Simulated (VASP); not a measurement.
## Sc: relaxation of the atoms with PBEsol

Sc:

```
Sc
1.0
     3.30900    0.00000    0.00000
    -1.65450    2.86568    0.00000
     0.00000    0.00000    5.27330
Sc
2
Cartesian
  0.0013 1.9235 1.2986
  1.6443 0.8916 3.8251
```

```yaml
Program: VASP 6.6.1
Task: relaxation of the atoms
Functional: PBEsol
Potentials_or_basis: VASP PAW PBE potentials, release 64 (Sc_sv)
Cutoff: 520 eV
k_mesh: 7 × 7 × 4
Occupations: fermi-dirac, width 0.1 eV
Spin: no spin polarisation
Dipole_correction: no
Further_INCAR_settings: ALGO = Normal; EDIFF = 1e-07; IBRION = 2; EDIFFG = -0.02; NSW = 80
```

```
Energy gained by relaxing    : 12.0 meV/atom
Ionic steps                  : 6
Pressure after relaxing      : -2.8 GPa
Largest force after relaxing : 0.007 eV/Å
Band gap on the k mesh       : zero (bands 11 and 12 overlap by 1.30 eV)
```

Forces on the atoms (eV/Å):
```
Sc  -0.002 -0.007  0.001
Sc   0.002  0.007 -0.001
```

Stress tensor (GPa, compression positive):
```
-2.25 -0.01  0.00
-0.01 -2.19  0.00
 0.00  0.00 -3.83
```

Step by step:
```tsv
step	energy change (eV)	largest force (eV/Å)	pressure (GPa)
1	0.0000	0.3769	-2.56
2	-0.0116	0.2619	-2.66
3	-0.0228	0.0609	-2.75
4	-0.0228	0.0616	-2.75
5	-0.0233	0.0486	-2.75
6	-0.0240	0.0071	-2.76
```

Final structure:
```
Sc
1.0
     3.30900    0.00000    0.00000
    -1.65450    2.86568    0.00000
     0.00000    0.00000    5.27330
Sc
2
Direct
  0.32818 0.65872 0.23577
  0.66031 0.32364 0.73586
```

Levels at points of the mesh, in eV from the Fermi level:
```tsv
k point	band 7	band 8	band 9	band 10	band 11	band 12	band 13	band 14	band 15
(0.00, 0.00, 0.00)	-27.75	-27.74	-5.11	-1.67	0.43	1.59	1.59	1.70	2.00
(0.00, 0.00, 0.50)	-27.78	-27.78	-3.63	-3.63	0.88	0.88	1.53	1.53	1.53
```

Run time: 3.7 min on 1 thread of Intel Xeon 8259CL, on a shared host, peak memory 0.22 GiB.

Caveat: the PAW data sets were made with another functional, which shifts forces and pressure a little.
